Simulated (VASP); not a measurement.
# Ta (P6_3/mmc) in VASP: a series of runs

Ta is run at these levels: LDA; tasks: relaxation of cell and atoms.

All numbers are computed with VASP 6.6.1; they aren't measurements. Logs are shortened: lines on timing, memory, paths and dates and some standing lists are left out, and cuts for length are marked.

## (1) The cell of the first run

The structure is hexagonal, space group P6_3/mmc (No. 194). Conventional cell: a = 2.900 Å, b = 2.900 Å, c = 5.166 Å, α = 90.00°, β = 90.00°, γ = 120.00°. Ta (site symmetry -6m2) has 12 Ta at 2.90 to 3.08 Å within 3.8 Å.

This isn't the form of Ta at room conditions, which is bcc.

## (2) Relaxation of cell and atoms, LDA

Input file INCAR:

```
SYSTEM = Ta
PREC = Accurate
ENCUT = 600
EDIFF = 1E-6
ISMEAR = 0
SIGMA = 0.1
LREAL = .FALSE.
LASPH = .TRUE.
NELM = 80
ALGO = Normal
ISIF = 3
LWAVE = .FALSE.
LCHARG = .FALSE.
IBRION = 2
NSW = 60
EDIFFG = -0.02
```

Input file KPOINTS:

```
Automatic mesh
0
G
  7 7 4
  0 0 0
```

Input file POSCAR:

```
Ta
1.0
    2.9003720000      0.0000000000      0.0000000000
   -1.4501860000      2.5117960000      0.0000000000
    0.0000000000      0.0000000000      5.1662740000
Ta
2
Direct
    0.6666666667      0.3333333333      0.7500000000
    0.3333333333      0.6666666667      0.2500000000
```

Potentials or basis: VASP PAW LDA potentials, release 64 (Ta_pv).

Launch:

```console
$ cat potpaw_LDA.64/Ta_pv/POTCAR > POTCAR
$ mpirun -np 1 vasp_std > vasp.out
```

OUTCAR:

```text
SYSTEM = Ta
   PREC = Accurate
   ENCUT = 600
   EDIFF = 1E-6
   ISMEAR = 0
   LREAL = .FALSE.
   LASPH = .TRUE.
   NELM = 80
   ISIF = 3
   IBRION = 2
   NSW = 60
   EDIFFG = -0.02

 ion  position               nearest neighbor table
   1  0.667  0.333  0.750-   2 3.08   2 3.08   2 3.08   2 3.08   2 3.08   2 3.08
   2  0.333  0.667  0.250-   1 3.08   1 3.08   1 3.08   1 3.08   1 3.08   1 3.08

  LATTYP: Found a hexagonal cell.
 ALAT       =     2.9003720000
 C/A-ratio  =     1.7812453023

  Lattice vectors:

 A1 = (   2.9003720000,   0.0000000000,   0.0000000000)
 A2 = (  -1.4501860000,   2.5117960000,   0.0000000000)
 A3 = (   0.0000000000,   0.0000000000,   5.1662740000)

Analysis of symmetry for initial positions (statically):
=====================================================================
 Subroutine PRICEL returns:
 Original cell was already a primitive cell.

 Routine SETGRP: Setting up the symmetry group for a
 hexagonal supercell.

 Subroutine GETGRP returns: Found 24 space group operations
 (whereof 12 operations were pure point group operations)
 out of a pool of 24 trial point group operations.

The static configuration has the point symmetry D_3d.
 The point group associated with its full space group is D_6h.

Analysis of symmetry for dynamics (positions and initial velocities):
=====================================================================
 Subroutine PRICEL returns:
 Original cell was already a primitive cell.

 Routine SETGRP: Setting up the symmetry group for a
 hexagonal supercell.

 Subroutine GETGRP returns: Found 24 space group operations
 (whereof 12 operations were pure point group operations)
 out of a pool of 24 trial point group operations.

The dynamic configuration has the point symmetry D_3d.
 The point group associated with its full space group is D_6h.

 Subroutine INISYM returns: Found 24 space group operations
 (whereof 12 operations are pure point group operations),
 and found     1 'primitive' translations

----------------------------------------------------------------------------------------

                                     Primitive cell

  volume of cell :      37.6370

  direct lattice vectors                    reciprocal lattice vectors
     2.900372000  0.000000000  0.000000000     0.344783359  0.199060752  0.000000000
    -1.450186000  2.511796000  0.000000000     0.000000000  0.398121503  0.000000000
     0.000000000  0.000000000  5.166274000     0.000000000  0.000000000  0.193563098

  length of vectors
     2.900372000  2.900372145  5.166274000     0.398121523  0.398121503  0.193563098

[... 78 lines left out ...]
   NELM   =     80;   NELMIN=  2; NELMDL= -5     # of ELM steps
   EDIFF  = 0.1E-05   stopping-criterion for ELM
   LREAL  =      F    real-space projection
   EDIFFG = -.2E-01   stopping-criterion for IOM
   NSW    =     60    number of steps for IOM
   IBRION =      2    ionic relax: 0-MD 1-quasi-New 2-CG
   NFREE  =      1    steps in history (QN), initial steepest desc. (CG)
   ISIF   =      3    stress and relaxation
   ISYM   =      2    0-nonsym 1-usesym 2-fastsym
   POTIM  = 0.5000    time-step for ionic-motion
   TEBEG  =    0.0;   TEEND  =   0.0 temperature during run
   PSTRESS=    0.0 pullay stress
   NELECT =      22.0000    total number of electrons
   NUPDOWN=      -1.0000    fix difference up-down
   EMIN   =  10.00;   EMAX   =-10.00  energy-range for DOS
   EFERMI =   0.00;   METHOD = LEGACY
   ISMEAR =     0;   SIGMA  =   0.10  broadening in eV -4-tet -1-fermi 0-gaus
   EFERMI_NEDOS =   21; number of points for ismear=-14 and -15
   IALGO  =     38    algorithm
   IMIX   =      4    mixing-type and parameters
     AMIX     =   0.40;   BMIX     =  1.00
     AMIX_MAG =   1.60;   BMIX_MAG =  1.00
  volume/ion in A,a.u.               =      18.82       126.99
  Fermi-wavevector in a.u.,A,eV,Ry     =   1.368812  2.586680 25.492516  1.873647
  Thomas-Fermi vector in A             =   2.494743
   LORBIT       =      0    0 simple, 1 ext, 2 COOP (PROOUT), +10 PAW based schemes
   GGA     = CA    functional components
   LHFCALC =     F    Hartree Fock is set to
   AEXX    =    0.0000 exact exchange contribution
   IVDW    =     0    specifies the selected vdW correction
   LEPSILON=     F    determine dielectric tensor
   LRPA    =     F    only Hartree local field effects (RPA)
 conjugate gradient relaxation of ions
 non-spin polarized calculation
 Gauss-broadening in eV      SIGMA  =   0.10
  energy-cutoff  :      600.00
  volume of cell :       37.64
 maximum number of plane-waves:      1275
 NGX is ok and might be reduce to    24
   NGX = 11   NGY = 11   NGZ = 21

--------------------------------------- Ionic step        1  -------------------------------------------

 number of electron      22.0000002 magnetization

 Free energy of the ion-electron system (eV)
  ---------------------------------------------------
  ext. energy  EPLUGINS =         0.00000000
  ---------------------------------------------------
  free energy    TOTEN  =       -24.93920387 eV

  energy without entropy =      -24.92358939  energy(sigma->0) =      -24.93139663

------------------------ aborting loop because EDIFF is reached ----------------------------------------

  FORCE on cell =-STRESS in cart. coord.  units (eV):
  Direction    XX          YY          ZZ          XY          YZ          ZX
  --------------------------------------------------------------------------------------
  -------------------------------------------------------------------------------------
  Total       -2.4860120     -2.4860123     -2.5809346      0.0000000     -0.0000000     -0.0000000
  in kB     -105.8274401   -105.8274542   -109.8682191      0.0000000     -0.0000000     -0.0000000
  external PRESSURE =    -107.1743711 kB  Pullay stress =       0.0000000 kB
[... 275 lines left out ...]
--------------------------------------- Ionic step        9  -------------------------------------------

 number of electron      21.9999999 magnetization

 Free energy of the ion-electron system (eV)
  ---------------------------------------------------
  ext. energy  EPLUGINS =         0.00000000
  ---------------------------------------------------
  free energy    TOTEN  =       -25.01177925 eV

  energy without entropy =      -24.99762302  energy(sigma->0) =      -25.00470114

 E-fermi :   5.8512     XC(G=0): -12.8508

 val. band max:        5.8156230719   @ k =   0.2857   0.1429   0.5000
 cond. band min:       5.9149969341   @ k =   0.2857  -0.0000   0.5000
 fundamental gap:      0.0993738622
 Fermi energy:         5.8512428652

 k-point     1 :       0.0000    0.0000    0.0000
  band No.  band energies     occupation
      1     -28.4514      2.00000
      2     -27.4352      2.00000
      3     -27.3432      2.00000
      4     -27.3432      2.00000
      5     -27.2407      2.00000
      6     -27.2407      2.00000
      7      -2.3775      2.00000
      8       0.8749      2.00000
      9       5.3031      2.00000
     10       6.1769      0.00000
     11       6.4605      0.00000
     12       6.4605      0.00000
     13       7.0752      0.00000
     14       7.0752      0.00000
[... 442 lines left out ...]
  FREE ENERGIE OF THE ION-ELECTRON SYSTEM (eV)
  ---------------------------------------------------
  free  energy   TOTEN  =       -25.0117792481 eV

  energy  without entropy=      -24.9976230247  energy(sigma->0) =      -25.00470114

 reached required accuracy - stopping structural energy minimisation
```

CONTCAR:

```text
Ta
   1.00000000000000
     2.8500875108425250    0.0000000000000000   -0.0000000000000000
    -1.4250437554212625    2.4682483462299643    0.0000000000000000
    -0.0000000000000000    0.0000000000000000    5.0553392737924883
  Ta
     2
Direct
     0.6666666667000030    0.3333333332999970    0.7500000000000000
     0.3333333332999970    0.6666666667000030    0.2500000000000000

  0.00000000E+00  0.00000000E+00  0.00000000E+00
  0.00000000E+00  0.00000000E+00  0.00000000E+00
```

Wall time 2 min (1 thread of Intel Xeon 8259CL, shared host); peak memory 0.16 GiB.

What came out:

| Item | Value |
| --- | --- |
| Free energy | -25.0118 eV |
| Relaxed volume | 17.78 Å³/atom |
| Relaxed cell | a = 2.850 Å, b = 2.850 Å, c = 5.055 Å, α = 90.00°, β = 90.00°, γ = 120.00° |
| Space group after relaxing (to 0.1 Å) | P6_3/mmc (No. 194) |
| Energy gained by relaxing | 36.3 meV/atom |
| Ionic steps | 9 |
| Pressure after relaxing | 0.0 GPa |
| Band gap on the k mesh | zero (bands 11 and 12 overlap by 2.20 eV) |

The path:
| step | energy change (eV) | largest force (eV/Å) | pressure (GPa) | volume (Å³) |
| --- | --- | --- | --- | --- |
| 1 | 0.0000 | 0.0000 | -10.72 | 37.64 |
| 2 | 0.3557 | 0.0000 | 34.60 | 31.19 |
| 3 | -0.0722 | 0.0000 | -0.59 | 35.66 |
| 4 | -0.0724 | 0.0000 | -0.05 | 35.57 |
| 5 | -0.0724 | 0.0000 | 0.19 | 35.53 |
| 6 | -0.0725 | 0.0000 | -0.36 | 35.63 |
| 7 | -0.0725 | 0.0000 | -0.21 | 35.60 |
| 8 | -0.0726 | 0.0000 | 0.15 | 35.54 |
| 9 | -0.0726 | 0.0000 | 0.00 | 35.56 |

Final structure:
```
Ta
1.0
     2.85009    0.00000    0.00000
    -1.42504    2.46825    0.00000
     0.00000    0.00000    5.05534
Ta
2
Direct
  0.66667 0.33333 0.75000
  0.33333 0.66667 0.25000
```

Levels at points of the mesh, in eV from the Fermi level:
```
           k point  band 7  band 8  band 9  band 10  band 11  band 12  band 13  band 14  band 15
(0.00, 0.00, 0.00)   -8.23   -4.98   -0.55     0.33     0.61     0.61     1.22     1.22     3.11
(0.00, 0.00, 0.50)   -6.30   -6.30   -1.12    -1.12     0.66     0.66     0.66     0.66     4.69
```

Caveat: spin-orbit coupling is left out, which moves the levels of the heavy elements.

## (3) Relaxation of cell and atoms, LDA, target pressure 10 GPa, at which the enthalpy is minimised

Input file INCAR:

```
PREC     = Accurate       # precision mode
ENCUT    = 600            # plane-wave cutoff, eV
EDIFF    = 1E-6           # SCF threshold, eV
ISMEAR   = 0              # smearing method
SIGMA    = 0.1            # smearing width, eV
LREAL    = F              # projectors in reciprocal space
LASPH    = T              # aspherical terms in the spheres
NELM     = 100            # most SCF steps
ALGO     = Normal         # electronic algorithm
ISIF     = 3              # what is computed and relaxed
LWAVE    = F              # write WAVECAR
LCHARG   = F              # write CHGCAR
GGA      = CA             # functional
IBRION   = 2              # ionic algorithm
NSW      = 60             # ionic steps
EDIFFG   = -0.02          # ionic threshold
PSTRESS  = 100.0
```

Input file KPOINTS:

```
Automatic mesh
0
Gamma
  7 7 4
```

POSCAR is that of step 2.

Potentials or basis: VASP PAW LDA potentials, release 64 (Ta_pv).

Launch:

```console
$ cat potpaw_LDA.64/Ta_pv/POTCAR > POTCAR
$ mpirun -np 1 vasp_std > vasp.out
```

OUTCAR:

```text
PREC = Accurate
   ENCUT = 600
   EDIFF = 1E-6
   ISMEAR = 0
   LREAL = F
   LASPH = T
   NELM = 100
   ISIF = 3
   GGA = CA
   IBRION = 2
   NSW = 60
   EDIFFG = -0.02
   PSTRESS = 100.0

 ion  position               nearest neighbor table
   1  0.667  0.333  0.750-   2 3.08   2 3.08   2 3.08   2 3.08   2 3.08   2 3.08
   2  0.333  0.667  0.250-   1 3.08   1 3.08   1 3.08   1 3.08   1 3.08   1 3.08

  LATTYP: Found a hexagonal cell.
 ALAT       =     2.9003720000
 C/A-ratio  =     1.7812453023

  Lattice vectors:

 A1 = (   2.9003720000,   0.0000000000,   0.0000000000)
 A2 = (  -1.4501860000,   2.5117960000,   0.0000000000)
 A3 = (   0.0000000000,   0.0000000000,   5.1662740000)

Analysis of symmetry for initial positions (statically):
=====================================================================
 Subroutine PRICEL returns:
 Original cell was already a primitive cell.

 Routine SETGRP: Setting up the symmetry group for a
 hexagonal supercell.

 Subroutine GETGRP returns: Found 24 space group operations
 (whereof 12 operations were pure point group operations)
 out of a pool of 24 trial point group operations.

The static configuration has the point symmetry D_3d.
 The point group associated with its full space group is D_6h.

Analysis of symmetry for dynamics (positions and initial velocities):
=====================================================================
 Subroutine PRICEL returns:
 Original cell was already a primitive cell.

 Routine SETGRP: Setting up the symmetry group for a
 hexagonal supercell.

 Subroutine GETGRP returns: Found 24 space group operations
 (whereof 12 operations were pure point group operations)
 out of a pool of 24 trial point group operations.

The dynamic configuration has the point symmetry D_3d.
 The point group associated with its full space group is D_6h.

 Subroutine INISYM returns: Found 24 space group operations
 (whereof 12 operations are pure point group operations),
 and found     1 'primitive' translations

[... 104 lines left out ...]
   NELECT =      22.0000    total number of electrons
   NUPDOWN=      -1.0000    fix difference up-down
   EMIN   =  10.00;   EMAX   =-10.00  energy-range for DOS
   EFERMI =   0.00;   METHOD = LEGACY
   ISMEAR =     0;   SIGMA  =   0.10  broadening in eV -4-tet -1-fermi 0-gaus
   EFERMI_NEDOS =   21; number of points for ismear=-14 and -15
   IALGO  =     38    algorithm
   IMIX   =      4    mixing-type and parameters
     AMIX     =   0.40;   BMIX     =  1.00
     AMIX_MAG =   1.60;   BMIX_MAG =  1.00
  volume/ion in A,a.u.               =      18.82       126.99
  Fermi-wavevector in a.u.,A,eV,Ry     =   1.368812  2.586680 25.492516  1.873647
  Thomas-Fermi vector in A             =   2.494743
   LORBIT       =      0    0 simple, 1 ext, 2 COOP (PROOUT), +10 PAW based schemes
   GGA     = CA    functional components
   LHFCALC =     F    Hartree Fock is set to
   AEXX    =    0.0000 exact exchange contribution
   IVDW    =     0    specifies the selected vdW correction
   LEPSILON=     F    determine dielectric tensor
   LRPA    =     F    only Hartree local field effects (RPA)
 conjugate gradient relaxation of ions
 non-spin polarized calculation
 Gauss-broadening in eV      SIGMA  =   0.10
  energy-cutoff  :      600.00
  volume of cell :       37.64
 maximum number of plane-waves:      1275
 NGX is ok and might be reduce to    24
   NGX = 11   NGY = 11   NGZ = 21

--------------------------------------- Ionic step        1  -------------------------------------------

 number of electron      22.0000002 magnetization

 Free energy of the ion-electron system (eV)
  ---------------------------------------------------
  ext. energy  EPLUGINS =         0.00000000
  ---------------------------------------------------
  free energy    TOTEN  =       -24.93920387 eV

  energy without entropy =      -24.92358939  energy(sigma->0) =      -24.93139663

------------------------ aborting loop because EDIFF is reached ----------------------------------------

  FORCE on cell =-STRESS in cart. coord.  units (eV):
  Direction    XX          YY          ZZ          XY          YZ          ZX
  --------------------------------------------------------------------------------------
  -------------------------------------------------------------------------------------
  Total       -2.4860120     -2.4860123     -2.5809346      0.0000000     -0.0000000     -0.0000000
  in kB     -105.8274401   -105.8274542   -109.8682191      0.0000000     -0.0000000     -0.0000000
  external PRESSURE =    -207.1743711 kB  Pullay stress =     100.0000000 kB
[... 291 lines left out ...]
--------------------------------------- Ionic step        9  -------------------------------------------

 number of electron      22.0000001 magnetization

 Free energy of the ion-electron system (eV)
  ---------------------------------------------------
  ext. energy  EPLUGINS =         0.00000000
  ---------------------------------------------------
  free energy    TOTEN  =       -24.96518305 eV

  energy without entropy =      -24.95130093  energy(sigma->0) =      -24.95824199

 E-fermi :   6.2586     XC(G=0): -13.0775

 val. band max:        6.2511368118   @ k =   0.2857   0.1429   0.5000
 cond. band min:       6.2833279094   @ k =   0.1429  -0.0000   0.5000
 fundamental gap:      0.0321910975
 Fermi energy:         6.2586057279

 k-point     1 :       0.0000    0.0000    0.0000
  band No.  band energies     occupation
      1     -28.0824      2.00000
      2     -26.9029      2.00000
      3     -26.7957      2.00000
      4     -26.7957      2.00000
      5     -26.6779      2.00000
      6     -26.6779      2.00000
      7      -2.1620      2.00000
      8       1.1003      2.00000
      9       5.6124      2.00000
     10       6.7177      0.00000
     11       6.8372      0.00000
     12       6.8372      0.00000
     13       7.4927      0.00000
     14       7.4927      0.00000
[... 446 lines left out ...]
  energy  without entropy=      -24.9513009284  energy(sigma->0) =      -24.95824199

  enthalpy is  TOTEN    =       -22.8414453022 eV   P V=        2.1237377480

 reached required accuracy - stopping structural energy minimisation
```

Run time: 2.4 min. Hardware: 1 thread of Intel Xeon 8259CL, shared host; peak memory 0.16 GiB.

What came out:

```yaml
Free_energy: -24.9652 eV
Relaxed_volume: 17.01 Å³/atom
Relaxed_cell: a = 2.808 Å, b = 2.808 Å, c = 4.982 Å, α = 90.00°, β = 90.00°, γ = 120.00°
Space_group_after_relaxing_to_0.1_Å: P6_3/mmc (No. 194)
Energy_change_on_relaxing_the_run_minimises_the_enthalpy: -13.0 meV/atom
Ionic_steps: 9
Pressure_after_relaxing: 10.0 GPa
Band_gap_on_the_k_mesh: zero (bands 11 and 12 overlap by 2.44 eV)
```

Step by step:
| step | energy change (eV) | largest force (eV/Å) | pressure (GPa) | volume (Å³) |
| --- | --- | --- | --- | --- |
| 1 | 0.0000 | 0.0000 | -10.72 | 37.64 |
| 2 | 2.7091 | 0.0000 | 118.09 | 25.88 |
| 3 | -0.0454 | 0.0000 | 7.52 | 34.38 |
| 4 | -0.0308 | 0.0000 | 9.48 | 34.11 |
| 5 | -0.0264 | 0.0000 | 9.97 | 34.04 |
| 6 | -0.0220 | 0.0000 | 10.47 | 33.97 |
| 7 | -0.0349 | 0.0000 | 8.98 | 34.18 |
| 8 | -0.0274 | 0.0000 | 9.86 | 34.05 |
| 9 | -0.0260 | 0.0000 | 10.04 | 34.03 |

Final structure:
```
Ta
1.0
     2.80822    0.00000    0.00000
    -1.40411    2.43199    0.00000
     0.00000    0.00000    4.98218
Ta
2
Direct
  0.66667 0.33333 0.75000
  0.33333 0.66667 0.25000
```

Caveat: the cell is relaxed towards a set pressure, so the run minimises the enthalpy, not the energy; spin-orbit coupling is left out, which moves the levels of the heavy elements.

(Continued in part 2 of 2.)

The gap in the log of VASP goes by the Fermi energy; the results here count the filled bands.